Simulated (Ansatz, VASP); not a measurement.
# Two plane-wave programs on Zr

```
CELL_PARAMETERS angstrom
3.24458 0.00000 0.00000
-1.62229 2.80989 0.00000
0.00000 0.00000 5.15736
ATOMIC_POSITIONS crystal
Zr 0.33333 0.66667 0.25000
Zr 0.66667 0.33333 0.75000
```

Alike in both runs: task single point; functional r2SCAN; k mesh 11 × 11 × 6; no spin polarisation.

|  | VASP | Ansatz |
| --- | --- | --- |
| version | VASP 6.6.1 | Ansatz 0.2.0 |
| potentials or method | VASP PAW PBE potentials, release 64 (Zr_sv), cutoff 520 eV | plane waves (500 eV) with PAW, scalar-relativistic |
| occupations | methfessel-paxton of order 1, width 0.03 eV | cold, width 0.03 eV |
| valence electrons in the cell | 24 | 24 |

|  | VASP | Ansatz | Ansatz less VASP |
| --- | --- | --- | --- |
| pressure (GPa) | -0.2 | -0.2 | +0.04 |
| traceless stress, the component that is largest in VASP (GPa) | -0.19 | -0.13 | +0.055 |

VASP's potentials were made for PBE, not for r2SCAN.
